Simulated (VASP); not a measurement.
# C (I4_1/amd) in VASP: notebook, part 2 of 2

VASP 6.6.1.

## 3. Single point, r2SCAN (strain +0.040 along x and y, +0.000 along z)

The input, POSCAR:

```
C
1.0
    0.0000000000      1.8547360000      1.7834000000
    1.8547360000      0.0000000000      1.7834000000
    1.8547360000      1.8547360000      0.0000000000
C
2
Direct
    0.5000000000      0.5000000000      0.5000000000
    0.7500000000      0.7500000000      0.7500000000
```

The input, INCAR.step1:

```
SYSTEM = C
PREC     = Accurate       ! precision mode
ENCUT    = 520            ! plane-wave cutoff, eV
ISMEAR   = 0              ! smearing method
SIGMA    = 0.05           ! smearing width, eV
LREAL    = .FALSE.        ! projectors in reciprocal space
LASPH    = .TRUE.         ! aspherical terms in the spheres
NELM     = 60             ! most SCF steps
NBANDS   = 11             ! bands
GGA      = PE             ! functional
ALGO     = Normal         ! electronic algorithm
EDIFF    = 1E-4           ! SCF threshold, eV
LWAVE    = .TRUE.         ! write WAVECAR
LCHARG   = .FALSE.        ! write CHGCAR
```

The input, INCAR.step2:

```
SYSTEM = C
PREC     = Accurate       ! precision mode
ENCUT    = 520            ! plane-wave cutoff, eV
EDIFF    = 1E-7           ! SCF threshold, eV
ISMEAR   = 0              ! smearing method
SIGMA    = 0.05           ! smearing width, eV
LREAL    = .FALSE.        ! projectors in reciprocal space
LASPH    = .TRUE.         ! aspherical terms in the spheres
NELM     = 60             ! most SCF steps
ALGO     = Normal         ! electronic algorithm
ISIF     = 2              ! what is computed and relaxed
LWAVE    = .FALSE.        ! write WAVECAR
LCHARG   = .FALSE.        ! write CHGCAR
METAGGA  = R2SCAN         ! meta-GGA
LMIXTAU  = .TRUE.       
NBANDS   = 11             ! bands
ISTART   = 1
```

The input, KPOINTS:

```
Automatic mesh
0
G
  12 12 12
  0 0 0
```

Potentials or basis: VASP PAW PBE potentials, release 64 (C).

The run is started by

```sh
$ cat potpaw_PBE.64/C/POTCAR > POTCAR
$ cp INCAR.step1 INCAR
$ mpirun -np 1 vasp_std > vasp.out
$ cp INCAR.step2 INCAR
$ mpirun -np 1 vasp_std > vasp.out
```

OUTCAR:

```text
SYSTEM = C
   PREC = Accurate
   ENCUT = 520
   EDIFF = 1E-7
   ISMEAR = 0
   LREAL = .FALSE.
   LASPH = .TRUE.
   NELM = 60
   ISIF = 2
   METAGGA = R2SCAN
   ISTART = 1

 ion  position               nearest neighbor table
   1  0.500  0.500  0.500-   2 1.59   2 1.59   2 1.59   2 1.59
   2  0.750  0.750  0.750-   1 1.59   1 1.59   1 1.59   1 1.59

  LATTYP: Found a body centered tetragonal cell.
 ALAT       =     2.6229928058
 C/A-ratio  =     1.3598207331

[... 516 lines left out ...]
      4       4.7181      2.00000
      5      15.5472      0.00000
      6      18.8158      0.00000
      7      19.7161      0.00000
      8      23.8283      0.00000
      9      28.1100      0.00000
     10      32.9686      0.00000
     11      33.1230      0.00000

 [... further k-points ...]
[... 5 lines left out ...]
  --------------------------------------------------------------------------------------
  -------------------------------------------------------------------------------------
  Total       -3.2759107     -3.2759107     -0.6841596      0.0000000      0.0000000      0.0000000
  in kB     -427.7595100   -427.7595100    -89.3357048      0.0000000      0.0000000      0.0000000
  external PRESSURE =    -314.9515750 kB  Pullay stress =       0.0000000 kB

 VOLUME and BASIS-vectors are now :
 -----------------------------------------------------------------------------
  energy-cutoff  :      520.00
  volume of cell :       12.27
      direct lattice vectors                 reciprocal lattice vectors
     0.000000000  1.854736000  1.783400000    -0.269580145  0.269580145  0.280363351
     1.854736000  0.000000000  1.783400000     0.269580145 -0.269580145  0.280363351
     1.854736000  1.854736000  0.000000000     0.269580145  0.269580145 -0.280363351

 POSITION                                       TOTAL-FORCE (eV/Angst)
 -----------------------------------------------------------------------------------
      1.85474      1.85474      1.78340        -0.000000     -0.000000      0.000000
      2.78210      2.78210      2.67510         0.000000      0.000000     -0.000000
 -----------------------------------------------------------------------------------
    total drift:                                0.000000     -0.000000      0.000000

  FREE ENERGIE OF THE ION-ELECTRON SYSTEM (eV)
  ---------------------------------------------------
  free  energy   TOTEN  =       -19.5239653784 eV

  energy  without entropy=      -19.5239653784  energy(sigma->0) =      -19.52396538
```

OUTCAR.step1:

```text
SYSTEM = C
   PREC = Accurate
   ENCUT = 520
   ISMEAR = 0
   LREAL = .FALSE.
[... 561 lines left out ...]
      1.85474      1.85474      1.78340        -0.000000     -0.000000      0.000000
      2.78210      2.78210      2.67510         0.000000      0.000000     -0.000000
 -----------------------------------------------------------------------------------
    total drift:                                0.000000     -0.000000      0.000000

  FREE ENERGIE OF THE ION-ELECTRON SYSTEM (eV)
  ---------------------------------------------------
  free  energy   TOTEN  =       -18.0755697737 eV

  energy  without entropy=      -18.0755697737  energy(sigma->0) =      -18.07556977
```

OSZICAR.step1:

```text
N       E                     dE             d eps       ncg     rms          rms(c)
DAV:   1     0.978579385577E+00    0.97858E+00   -0.47040E+03  3786   0.690E+02
DAV:   2    -0.181843067987E+02   -0.19163E+02   -0.18396E+02  4781   0.125E+02
DAV:   3    -0.185697971112E+02   -0.38549E+00   -0.38453E+00  4180   0.134E+01
DAV:   4    -0.185704877145E+02   -0.69060E-03   -0.69059E-03  3859   0.722E-01
DAV:   5    -0.185704886400E+02   -0.92550E-06   -0.92527E-06  4079   0.248E-02    0.501E+00
DAV:   6    -0.181990624192E+02    0.37143E+00   -0.19429E-01  3682   0.305E+00    0.299E+00
DAV:   7    -0.180739141660E+02    0.12515E+00   -0.24469E-01  3823   0.347E+00    0.636E-01
DAV:   8    -0.180755226287E+02   -0.16085E-02   -0.72242E-03  3730   0.620E-01    0.412E-02
DAV:   9    -0.180755697737E+02   -0.47145E-04   -0.62848E-05  4027   0.638E-02
   1 F= -.18075570E+02 E0= -.18075570E+02  d E =-.186976E-24
```

Run time: 2.5 min. Hardware: 1 thread of AMD EPYC 9R45, shared host; peak memory 0.1 GiB.

Results:

| Property | Result |
| --- | --- |
| Free energy | -19.5240 eV |
| Pressure | -31.5 GPa |
| Band gap on the k mesh | 3.19 eV, indirect (least direct gap 4.92 eV) |

Levels at points of the mesh, in eV from the valence-band top:
| k point | band 1 | band 2 | band 3 | band 4 | band 5 | band 6 | band 7 | band 8 | band 9 |
| --- | --- | --- | --- | --- | --- | --- | --- | --- | --- |
| (0.00, 0.00, 0.00) | -22.01 | -0.56 | -0.56 | 0.00 | 4.92 | 5.43 | 5.43 | 11.58 | 18.99 |
| (0.50, 0.00, 0.00) | -16.50 | -13.56 | -3.47 | -2.81 | 7.23 | 8.02 | 8.74 | 15.55 | 21.64 |
| (0.50, 0.50, 0.00) | -13.02 | -13.02 | -6.92 | -6.92 | 3.85 | 3.85 | 16.41 | 16.41 | 23.10 |
| (0.50, 0.00, 0.50) | -13.60 | -13.60 | -6.35 | -6.35 | 4.76 | 4.76 | 16.14 | 16.14 | 22.51 |

Caveat: the cell differs from its parent crystal (strain +0.040 along x and y, +0.000 along z); the PAW data sets were made with another functional, which shifts forces and pressure a little. A k mesh can miss the band edges.
